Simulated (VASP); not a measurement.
Zn5CdO6: single point with PBE

Crystal: Zn5CdO6.

```xyz
12
Lattice="3.3129 0.0000 0.0000 0.0000 3.3129 0.0000 0.0000 0.0000 14.1938" Properties=species:S:1:pos:R:3 pbc="T T T"
Zn    0.0000    0.0000    9.3557
Zn    1.6564    1.6564   11.6131
Zn    1.6564    1.6564    2.5806
Zn    0.0000    0.0000    4.8381
Zn    1.6564    1.6564    7.0969
Cd    0.0000    0.0000    0.0000
O     1.6564    0.0000   10.4829
O     0.0000    1.6564   12.7355
O     1.6564    0.0000    1.4583
O     0.0000    1.6564    3.7108
O     1.6564    0.0000    5.9680
O     0.0000    1.6564    8.2258
```

```yaml
Program: VASP 6.6.1
Task: single point
Functional: PBE
Potentials_or_basis: VASP PAW PBE potentials, release 64 (Zn, Cd, O)
Cutoff: 520 eV
k_mesh: 10 × 10 × 4
Occupations: gaussian, width 0.02 eV
Spin: no spin polarisation
Dipole_correction: no
Further_INCAR_settings: ALGO = Normal; EDIFF = 1e-06; NBANDS = 66
```

```yaml
Pressure: 0.9 GPa
Largest_force: 0.047 eV/Å
Band_gap_on_the_k_mesh: 0.35 eV
```

Forces in eV/Å, atoms in the order of the input:
```
Zn   0.000  0.000  0.000
Zn   0.000  0.000 -0.002
Zn   0.000  0.000  0.002
Zn   0.000  0.000  0.000
Zn   0.000  0.000  0.000
Cd   0.000  0.000  0.000
O    0.000  0.000  0.000
O    0.000  0.000 -0.047
O    0.000  0.000  0.047
O    0.000  0.000  0.000
O    0.000  0.000  0.000
O    0.000  0.000  0.000
```

Levels at points of the mesh, in eV from the valence-band top:
```
           k point  band 52  band 53  band 54  band 55  band 56  band 57
(0.00, 0.00, 0.00)    -0.05     0.00     0.00     0.35     2.25     2.50
(0.50, 0.00, 0.00)    -0.77    -0.77    -0.58     4.44     4.54     5.46
(0.50, 0.50, 0.00)    -1.95    -1.95    -1.94     5.10     5.10     6.28
(0.00, 0.00, 0.50)    -0.15    -0.09    -0.09     1.05     1.37     3.46
(0.50, 0.00, 0.50)    -0.76    -0.68    -0.58     4.43     4.53     5.47
(0.50, 0.50, 0.50)    -1.95    -1.95    -1.94     5.32     5.32     5.71
```

Wall time 11 min on 1 thread of Intel(R) Xeon(R) Platinum 8375C CPU @ 2.90GHz (Ice Lake) (shared host), peak memory 0.61 GiB.

A k mesh can miss the band edges.
